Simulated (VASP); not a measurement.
Wanted: the native input for a VASP 6.6.1 run.

```
Task                   : single point
Functional             : PBE
Potentials or basis    : VASP PAW PBE potentials, release 64 (Ca_sv)
Cutoff                 : 520 eV
k mesh                 : 12 × 12 × 12
Occupations            : fermi-dirac, width 0.1 eV
Spin                   : no spin polarisation
Dipole correction      : no
Further INCAR settings : ALGO = Normal; EDIFF = 1e-06; NBANDS = 11
```

The structure of Ca lies in POSCAR:

```
Ca
1.0
    3.2696830869      0.0000000000      0.0000000000
    0.0000000000      3.2696830869      0.0000000000
    0.0000000000      0.0000000000      3.2696830869
Ca
1
Direct
    0.0000000000      0.0000000000      0.0000000000
```

This cell differs from its parent crystal: volume scaled by 0.8.

The input as run:

INCAR

```
SYSTEM = Ca
ALGO = Normal ; EDIFF = 1E-6
ENCUT = 520 ; GGA = PE
ISIF = 2 ; ISMEAR = -1
LASPH = .True. ; LCHARG = .False.
LREAL = .False. ; LWAVE = .False.
NBANDS = 11 ; NELM = 60
PREC = Accurate ; SIGMA = 0.1
```

KPOINTS

```
k-points
0
Gamma
  12 12 12
  0 0 0
```

Potentials or basis: VASP PAW PBE potentials, release 64 (Ca_sv).

The run is started by

```console
$ cat potpaw_PBE.64/Ca_sv/POTCAR > POTCAR
$ mpirun -np 1 vasp_std > vasp.out
```

Results of the run:

| Item | Value |
| --- | --- |
| Pressure | 3.4 GPa |
| Band gap on the k mesh | zero (band 5 reaches 3.20 eV, above the bottom of band 6 at 2.23 eV) |

Run time: 6.4 s on 1 thread of Intel(R) Xeon(R) 6975P-C (Granite Rapids), on a shared host, peak memory 0.15 GiB.
